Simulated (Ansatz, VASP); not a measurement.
**One calculation of MgO, two programs**

```xyz
10
Lattice="3.0078 0.0000 0.0000 -1.5039 2.6049 0.0000 0.0000 0.0000 12.2793" Properties=species:S:1:pos:R:3 pbc="T T T"
Mg    0.0000    0.0000    0.0000
Mg    0.0000    1.7366    2.4559
Mg    1.5039    0.8683    4.9117
Mg    0.0000    1.7366    7.3676
Mg    1.5039    0.8683    9.8234
O     1.5039    0.8683    1.2279
O     0.0000    0.0000    3.6838
O     0.0000    0.0000    6.1396
O     0.0000    0.0000    8.5955
O     0.0000    1.7366   11.0513
```

Alike in both runs: task relaxation of cell and atoms; functional PBE; k mesh 9 × 9 × 3; occupations gaussian, width 0.02 eV; no spin polarisation.

|  | VASP | Ansatz |
| --- | --- | --- |
| version | VASP 6.6.1 | Ansatz 0.2.0 |
| potentials or method | VASP PAW PBE potentials, release 64 (Mg, O), cutoff 600 eV | scalar-relativistic, plane waves, PAW |
| valence electrons in the cell | 40 | 80 |

```tsv
	VASP	Ansatz	Ansatz less VASP
gap on the k mesh at the Fermi level, each at its own relaxed structure (eV)	3.70	3.67	-0.032
relaxed volume (Å³/atom)	9.69	9.75	+0.062
```

VASP's potentials hold 40 valence electrons a cell and Ansatz's 80, so a difference there can come from the potentials and not from the codes.
